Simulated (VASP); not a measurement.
# PbS in VASP: single point with PBE

Aim: the single point of PbS with PBE.

Everything below comes from runs of VASP 6.6.1. Logs are shortened: lines on timing, memory, paths and dates and some standing lists are left out, and cuts for length are marked.

**1. The cell of the first run**

The cell holds a slab with vacuum, 4 atoms: a = 4.249 Å, b = 4.249 Å, c = 17.005 Å, α = 90.00°, β = 90.00°, γ = 90.00°.

**2. Single point, PBE**

File INCAR:

```
SYSTEM = PbS
PREC = Accurate
ENCUT = 520
EDIFF = 1E-7
ISMEAR = 0
SIGMA = 0.05
LREAL = .FALSE.
LASPH = .TRUE.
NELM = 100
ALGO = Normal
ISIF = 2
LWAVE = .FALSE.
LCHARG = .FALSE.
LDIPOL = .TRUE.
IDIPOL = 3
DIPOL = 0.5 0.5 0.491
GGA = PE
NBANDS = 28
```

File KPOINTS:

```
regular mesh
0
G
  7 7 1
  0 0 0
```

File POSCAR:

```
PbS
1.0
    4.2490215883      0.0000000000      0.0000000000
    0.0000000000      4.2490215883      0.0000000000
    0.0000000000      0.0000000000     17.0045119785
Pb S
2 2
Direct
    0.5000000000      0.5000000000      0.4116554482
    0.0000000000      0.0000000000      0.5714145758
    0.0000000000      0.0000000000      0.4116554482
    0.5000000000      0.5000000000      0.5700553354
```

Potentials or basis: VASP PAW PBE potentials, release 64 (Pb_d, S).

Started as:

```bash
> cat potpaw_PBE.64/Pb_d/POTCAR potpaw_PBE.64/S/POTCAR > POTCAR
> mpirun -np 1 vasp_std > vasp.out
```

OUTCAR:

```text
SYSTEM = PbS
   PREC = Accurate
   ENCUT = 520
   EDIFF = 1E-7
   ISMEAR = 0
   LREAL = .FALSE.
   LASPH = .TRUE.
   NELM = 100
   ISIF = 2
   GGA = PE

 ion  position               nearest neighbor table
   1  0.500  0.500  0.412-   4 2.69   3 3.00   3 3.00   3 3.00   3 3.00   2 4.05   2 4.05   2 4.05
                             2 4.05
   2  0.000  0.000  0.571-   3 2.72   4 3.00   4 3.00   4 3.00   4 3.00   1 4.05   1 4.05   1 4.05
                             1 4.05
   3  0.000  0.000  0.412-   2 2.72   1 3.00   1 3.00   1 3.00   1 3.00
   4  0.500  0.500  0.570-   1 2.69   2 3.00   2 3.00   2 3.00   2 3.00

  LATTYP: Found a simple tetragonal cell.
 ALAT       =     4.2490215883
 C/A-ratio  =     4.0019829566

  Lattice vectors:

 A1 = (   4.2490215883,   0.0000000000,   0.0000000000)
 A2 = (   0.0000000000,   4.2490215883,   0.0000000000)
 A3 = (   0.0000000000,   0.0000000000,  17.0045119785)

Analysis of symmetry for initial positions (statically):
=====================================================================
 Subroutine PRICEL returns:
 Original cell was already a primitive cell.

 Routine SETGRP: Setting up the symmetry group for a
 simple tetragonal supercell.

 Subroutine GETGRP returns: Found  8 space group operations
 (whereof  8 operations were pure point group operations)
 out of a pool of 16 trial point group operations.

The static configuration has the point symmetry C_4v.

Analysis of symmetry for dynamics (positions and initial velocities):
=====================================================================
 Subroutine PRICEL returns:
 Original cell was already a primitive cell.

 Routine SETGRP: Setting up the symmetry group for a
 simple tetragonal supercell.

 Subroutine GETGRP returns: Found  8 space group operations
 (whereof  8 operations were pure point group operations)
 out of a pool of 16 trial point group operations.

The dynamic configuration has the point symmetry C_4v.

 Subroutine INISYM returns: Found  8 space group operations
 (whereof  8 operations are pure point group operations),
 and found     1 'primitive' translations

----------------------------------------------------------------------------------------

                                     Primitive cell

  volume of cell :     307.0026

  direct lattice vectors                    reciprocal lattice vectors
     4.249021588  0.000000000  0.000000000     0.235348298  0.000000000  0.000000000
     0.000000000  4.249021588  0.000000000     0.000000000  0.235348298  0.000000000
     0.000000000  0.000000000 17.004511978     0.000000000  0.000000000  0.058807921

  length of vectors
     4.249021588  4.249021588 17.004511978     0.235348298  0.235348298  0.058807921

  position of ions in fractional coordinates (direct lattice)
     0.500000000  0.500000000  0.411655448
     0.000000000  0.000000000  0.571414576
     0.000000000  0.000000000  0.411655448
     0.500000000  0.500000000  0.570055335

  ion indices of the primitive-cell ions
   primitive index   ion index
                 1           1
                 2           2
                 3           3
                 4           4

----------------------------------------------------------------------------------------

 KPOINTS: regular mesh

Automatic generation of k-mesh.
 Grid dimensions read from file:
 generate k-points for:    7    7    1

 Generating k-lattice:

  Cartesian coordinates                     Fractional coordinates (reciprocal lattice)
     0.033621185  0.000000000  0.000000000     0.142857143  0.000000000  0.000000000
     0.000000000  0.033621185  0.000000000     0.000000000  0.142857143  0.000000000
     0.000000000  0.000000000  0.058807921     0.000000000  0.000000000  1.000000000

  Length of vectors
     0.033621185  0.033621185  0.058807921

  Shift w.r.t. Gamma in fractional coordinates (k-lattice)
     0.000000000  0.000000000  0.000000000

 Subroutine IBZKPT returns following result:
 ===========================================

 Found     10 irreducible k-points:

 Following reciprocal coordinates:
            Coordinates               Weight
  0.000000  0.000000  0.000000      1.000000
  0.142857  0.000000  0.000000      4.000000
  0.285714  0.000000  0.000000      4.000000
  0.428571  0.000000  0.000000      4.000000
  0.142857  0.142857  0.000000      4.000000
  0.285714  0.142857  0.000000      8.000000
  0.428571  0.142857  0.000000      8.000000
  0.285714  0.285714  0.000000      4.000000
  0.428571  0.285714  0.000000      8.000000
  0.428571  0.428571  0.000000      4.000000
   k-points           NKPTS =     10   k-points in BZ     NKDIM =     10   number of bands    NBANDS=     28
   number of dos      NEDOS =    301   number of ions     NIONS =      4
   total plane-waves  NPLWV = 129024
   dimension x,y,z NGX =    32 NGY =   32 NGZ =  126
   dimension x,y,z NGXF=    64 NGYF=   64 NGZF=  252
   ions per type =               2   2
   NGX,Y,Z   is equivalent  to a cutoff of  12.52, 12.52, 12.32 a.u.
   NGXF,Y,Z  is equivalent  to a cutoff of  25.04, 25.04, 24.64 a.u.
 SYSTEM =  PbS
   PREC   = accura    normal or accurate (medium, high low for compatibility)
   ISTART =      0    job   : 0-new  1-cont  2-samecut
   ICHARG =      2    charge: 1-file 2-atom 10-const
   ISPIN  =      1    spin polarized calculation?
   LNONCOLLINEAR =      F non collinear calculations
   LSORBIT =      F    spin-orbit coupling
   LASPH  =      T    aspherical Exc in radial PAW
   ENCUT  =  520.0 eV  38.22 Ry    6.18 a.u.   7.90  7.90 31.62*2*pi/ulx,y,z
   NELM   =    100;   NELMIN=  2; NELMDL= -5     # of ELM steps
   EDIFF  = 0.1E-06   stopping-criterion for ELM
   LREAL  =      F    real-space projection
   EDIFFG = 0.1E-05   stopping-criterion for IOM
   NSW    =      0    number of steps for IOM
   IBRION =     -1    ionic relax: 0-MD 1-quasi-New 2-CG
   NFREE  =      0    steps in history (QN), initial steepest desc. (CG)
   ISIF   =      2    stress and relaxation
   ISYM   =      2    0-nonsym 1-usesym 2-fastsym
   POTIM  = 0.5000    time-step for ionic-motion
   TEBEG  =    0.0;   TEEND  =   0.0 temperature during run
   PSTRESS=    0.0 pullay stress
   NELECT =      40.0000    total number of electrons
   NUPDOWN=      -1.0000    fix difference up-down
   EMIN   =  10.00;   EMAX   =-10.00  energy-range for DOS
   EFERMI =   0.00;   METHOD = LEGACY
   ISMEAR =     0;   SIGMA  =   0.05  broadening in eV -4-tet -1-fermi 0-gaus
   EFERMI_NEDOS =   21; number of points for ismear=-14 and -15
   IALGO  =     38    algorithm
   IMIX   =      4    mixing-type and parameters
     AMIX     =   0.40;   BMIX     =  1.00
     AMIX_MAG =   1.60;   BMIX_MAG =  1.00
  volume/ion in A,a.u.               =      76.75       517.94
  Fermi-wavevector in a.u.,A,eV,Ry     =   0.829941  1.568362  9.371732  0.688803
  Thomas-Fermi vector in A             =   1.942574
   LORBIT       =      0    0 simple, 1 ext, 2 COOP (PROOUT), +10 PAW based schemes
   GGA     = PE    functional components
   LHFCALC =     F    Hartree Fock is set to
   AEXX    =    0.0000 exact exchange contribution
   IVDW    =     0    specifies the selected vdW correction
   LEPSILON=     F    determine dielectric tensor
   LRPA    =     F    only Hartree local field effects (RPA)
 non-spin polarized calculation
 Gauss-broadening in eV      SIGMA  =   0.05
  energy-cutoff  :      520.00
  volume of cell :      307.00
 maximum number of plane-waves:      8288
 NGX is ok and might be reduce to    32
   NGX = 15   NGY = 15   NGZ = 63

 number of electron      40.0000013 magnetization

 dipolmoment           0.000000      0.000000     -0.007061 electrons x Angstroem

 Free energy of the ion-electron system (eV)
  ---------------------------------------------------
  ext. energy  EPLUGINS =         0.00000000
  ---------------------------------------------------
  free energy    TOTEN  =       -17.29334573 eV

  energy without entropy =      -17.29334573  energy(sigma->0) =      -17.29334573

 E-fermi :  -0.9732     XC(G=0):  -3.9490

 val. band max:       -1.2235144370   @ k =   0.4286   0.0000   0.0000
 cond. band min:       0.3333591788   @ k =   0.4286   0.0000   0.0000
 fundamental gap:      1.5568736158
 Fermi energy:        -0.9732222104

 k-point     1 :       0.0000    0.0000    0.0000
  band No.  band energies     occupation
      1     -17.6500      2.00000
      2     -17.5657      2.00000
      3     -17.5272      2.00000
      4     -17.5230      2.00000
      5     -17.5230      2.00000
      6     -17.5171      2.00000
[... 20 lines left out ...]
     27       4.0434      0.00000
     28       4.5113      0.00000

 k-point     2 :       0.1429    0.0000    0.0000
  band No.  band energies     occupation
      1     -17.6387      2.00000
      2     -17.5600      2.00000
      3     -17.5330      2.00000
      4     -17.5249      2.00000
      5     -17.5233      2.00000
      6     -17.5179      2.00000
[... 20 lines left out ...]
     27       4.0468      0.00000
     28       4.0748      0.00000

 k-point     3 :       0.2857    0.0000    0.0000
  band No.  band energies     occupation
      1     -17.6120      2.00000
      2     -17.5473      2.00000
      3     -17.5449      2.00000
      4     -17.5280      2.00000
      5     -17.5262      2.00000
      6     -17.5229      2.00000
[... 20 lines left out ...]
     27       3.7665      0.00000
     28       4.3761      0.00000

 k-point     4 :       0.4286    0.0000    0.0000
  band No.  band energies     occupation
      1     -17.5866      2.00000
      2     -17.5540      2.00000
      3     -17.5422      2.00000
      4     -17.5302      2.00000
      5     -17.5297      2.00000
      6     -17.5271      2.00000
[... 144 lines left out ...]
     27       4.2907      0.00000
     28       5.0427      0.00000

 k-point     9 :       0.4286    0.2857    0.0000
  band No.  band energies     occupation
      1     -17.6203      2.00000
      2     -17.6012      2.00000
      3     -17.5370      2.00000
      4     -17.5348      2.00000
      5     -17.5171      2.00000
      6     -17.5018      2.00000
[... 20 lines left out ...]
     27       4.8016      0.00000
     28       4.8455      0.00000

 k-point    10 :       0.4286    0.4286    0.0000
  band No.  band energies     occupation
      1     -17.6449      2.00000
      2     -17.6199      2.00000
      3     -17.5395      2.00000
      4     -17.5388      2.00000
      5     -17.5048      2.00000
      6     -17.5042      2.00000
[... 20 lines left out ...]
     27       4.6479      0.00000
     28       4.8013      0.00000

------------------------ aborting loop because EDIFF is reached ----------------------------------------

 vacuum level on the upper side and lower side of the slab       (xc-potential included)        -0.108        -0.037

  FORCE on cell =-STRESS in cart. coord.  units (eV):
  Direction    XX          YY          ZZ          XY          YZ          ZX
  --------------------------------------------------------------------------------------
  -------------------------------------------------------------------------------------
  Total        0.0991549      0.0991549     -0.0959871      0.0000000      0.0000000      0.0000000
  in kB        0.5174669      0.5174669     -0.5009352      0.0000000      0.0000000      0.0000000
  external PRESSURE =       0.1779995 kB  Pullay stress =       0.0000000 kB

 VOLUME and BASIS-vectors are now :
 -----------------------------------------------------------------------------
  energy-cutoff  :      520.00
  volume of cell :      307.00
      direct lattice vectors                 reciprocal lattice vectors
     4.249021588  0.000000000  0.000000000     0.235348298  0.000000000  0.000000000
     0.000000000  4.249021588  0.000000000     0.000000000  0.235348298  0.000000000
     0.000000000  0.000000000 17.004511978     0.000000000  0.000000000  0.058807921

 POSITION                                       TOTAL-FORCE (eV/Angst)
 -----------------------------------------------------------------------------------
      2.12451      2.12451      7.00000         0.000000     -0.000000     -0.157756
      0.00000      0.00000      9.71663         0.000000      0.000000      0.001560
      0.00000      0.00000      7.00000         0.000000      0.000000      0.176497
      2.12451      2.12451      9.69351         0.000000      0.000000     -0.020301
 -----------------------------------------------------------------------------------
    total drift:                                0.000000      0.000000     -0.000081

  FREE ENERGIE OF THE ION-ELECTRON SYSTEM (eV)
  ---------------------------------------------------
  free  energy   TOTEN  =       -17.2933457307 eV

  energy  without entropy=      -17.2933457307  energy(sigma->0) =      -17.29334573

 vacuum level on the upper side and lower side of the slab         3.196         3.273
```

It took 1.7 min on 1 thread of Intel Xeon 6975P-C, shared host; peak memory 0.38 GiB.

Results:

| Item | Value |
| --- | --- |
| Free energy | -17.2933 eV |
| Largest force | 0.176 eV/Å |
| Band gap on the k mesh | 1.56 eV, direct |

Forces in eV/Å, atoms in the order of the input:
```
Pb   0.000  0.000 -0.158
Pb   0.000  0.000  0.002
S    0.000  0.000  0.176
S    0.000  0.000 -0.020
```

Caveat: spin-orbit coupling is left out, which moves the levels of the heavy elements.
